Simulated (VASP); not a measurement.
Here is a VASP 6.6.1 calculation.

The input INCAR:

```
SYSTEM = Al4Cu2H
ALGO = Fast
DIPOL = 0.5 0.5 0.334
EDIFF = 1E-7
EDIFFG = -0.025
ENCUT = 520
GGA = PE
IBRION = 2
IDIPOL = 3
ISIF = 2
ISMEAR = 0
LASPH = .TRUE.
LCHARG = .FALSE.
LDIPOL = .TRUE.
LREAL = .FALSE.
LWAVE = .FALSE.
NELM = 60
NSW = 36
PREC = Accurate
SIGMA = 0.1
```

KPOINTS

```
k-points
0
G
  9 9 1
  0 0 0
```

File POSCAR:

```
Al4Cu2H
1.0
    4.0889418899      0.0000000000      0.0000000000
    2.0442840433      3.5412354524      0.0000000000
    0.0000000000      0.0000000000     20.3610078836
Al Cu H
4 2 1
Selective dynamics
Direct
    0.6667174561      0.6667174561      0.1964539291  F F F
    0.3334044385      0.3334044385      0.2784404877  F F F
    0.0000542489      0.0000542489      0.3605162434  F F F
    0.6667259434      0.6667259434      0.4351949537  F F F
    0.0000609473      0.0000609473      0.2374472084  F F F
    0.3333908767      0.3333908767      0.4027831442  F F F
    1.1111703879      1.1111703879      0.4284399753  F F T
```

Potentials or basis: VASP PAW PBE potentials, release 64 (Al, Cu, H).

Command:

```sh
$ cat potpaw_PBE.64/Al/POTCAR potpaw_PBE.64/Cu/POTCAR potpaw_PBE.64/H/POTCAR > POTCAR
$ mpirun -np 1 vasp_std > vasp.out
```

**Question.** Estimate the energy gained by relaxing.

**Answer.** 38.4 meV/atom.

**Question.** Estimate the band gap on the k mesh.

**Answer.** Zero (an odd number of electrons rules out a gap without spin polarisation).

The path:
```
step  energy change (eV)  largest force on free atoms (eV/Å)  pressure (GPa)
   1              0.0000                              1.7209            0.74
   2             -0.1184                              1.1581            0.49
   3             -0.2438                              0.3828            0.08
   4             -0.2651                              0.1355           -0.07
   5             -0.2689                              0.0146           -0.14
```
